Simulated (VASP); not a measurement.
Crystal: MgS.

```xyz
2
Lattice="0.0000 2.8592 2.8592 2.8592 0.0000 2.8592 2.8592 2.8592 0.0000" Properties=species:S:1:pos:R:3 pbc="T T T"
Mg    0.0000    0.0000    0.0000
S     1.4296    1.4296    1.4296
```

This cell differs from its parent crystal: strain +1.0%.

Base run:

- Program: VASP 6.6.1
- Functional: HSE06
- Potentials or basis: VASP PAW PBE potentials, release 64 (Mg, S)
- Cutoff: 520 eV
- k mesh: 6 × 6 × 6
- Occupations: gaussian, width 0.01 eV
- Spin: no spin polarisation

Its results: band gap on the k mesh 4.35 eV.

Problem. The run is repeated on the same cell with these changes: functional from HSE06 to r2SCAN; further incar settings from ALGO = Normal; EDIFF = 1e-07; NBANDS = 11 to ALGO = Normal; EDIFF = 1e-08. What comes out?

Solution. Band gap on the k mesh 3.97 eV.

Caveats: the structure was generated, so it needn't be the stable form of MgS.

A k mesh can miss the band edges.
